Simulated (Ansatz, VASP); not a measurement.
**CdF2: VASP beside Ansatz**

File POSCAR:

```
CdF2
1.0
    0.0000000000      2.6940000000      2.6940000000
    2.6940000000      0.0000000000      2.6940000000
    2.6940000000      2.6940000000      0.0000000000
Cd F
1 2
Direct
    0.0241098386      0.0241098386      0.0241098386
    0.2500000000      0.2500000000      0.2500000000
    0.7500000000      0.7500000000      0.7500000000
```

INCAR.step1

```
PREC = Accurate ; ENCUT = 520
ISMEAR = 0 ; SIGMA = 0.05
LREAL = False ; LASPH = True
NELM = 60 ; NBANDS = 20
GGA = PE ; ALGO = Normal
EDIFF = 1E-4 ; LWAVE = True
LCHARG = False
```

File INCAR.step2:

```
PREC = Accurate ; ENCUT = 520
EDIFF = 1E-7 ; ISMEAR = 0
SIGMA = 0.05 ; LREAL = False
LASPH = True ; NELM = 60
ALGO = Normal ; ISIF = 2
LWAVE = False ; LCHARG = False
METAGGA = R2SCAN ; LMIXTAU = True
NBANDS = 20 ; ISTART = 1
```

KPOINTS

```
Automatic mesh
0
Gamma
  8 8 8
```

Input for Ansatz:

```yaml
crystal:
  lattice:
    - [0.0, 2.694, 2.694]
    - [2.694, 0.0, 2.694]
    - [2.694, 2.694, 0.0]
  atoms:
    - { symbol: Cd, position: [0.0241098386, 0.0241098386, 0.0241098386] }
    - { symbol: F, position: [0.25, 0.25, 0.25] }
    - { symbol: F, position: [0.75, 0.75, 0.75] }
basis:
  ecutwfc: 500
kpoints:
  mp_grid: { grid: [8, 8, 8] }
hamiltonian:
  xc: r2scan
scf:
  occupations: { method: gaussian, width: 0.05 }
output:
  forces: true
  stress: true
  eigenvalues: true
```

Change from the starting cell: all Cd atoms moved +0.225 Å, as atom 1 along Cartesian [1 1 1].

Alike in both runs: task single point; functional r2SCAN; k mesh 8 × 8 × 8; occupations gaussian, width 0.05 eV; no spin polarisation.

|  | VASP | Ansatz |
| --- | --- | --- |
| version | VASP 6.6.1 | Ansatz 0.2.0 |
| potentials or method | VASP PAW PBE potentials, release 64 (Cd, F), cutoff 520 eV | scalar-relativistic, plane waves, PAW |
| valence electrons in the cell | 26 | 34 |

|  | VASP | Ansatz | Ansatz less VASP |
| --- | --- | --- | --- |
| gap on the k mesh at the Fermi level (eV) | 3.79 | 3.84 | +0.050 |
| least direct gap on the mesh (eV) | 4.26 | 4.31 | +0.056 |
| pressure (GPa) | 4.3 | 3.1 | -1.19 |
| traceless stress, the component that is largest in VASP (GPa) | 2.18 | 2.00 | -0.178 |
| rms of the force components (eV/Å) | 0.718 | 0.647 | -0.0712 |

VASP's potentials were made for PBE, not for r2SCAN. Atom by atom the forces differ by 0.071 eV/Å (rms over components). VASP's potentials hold 26 valence electrons a cell and Ansatz's 34, so a difference there can come from the potentials and not from the codes.
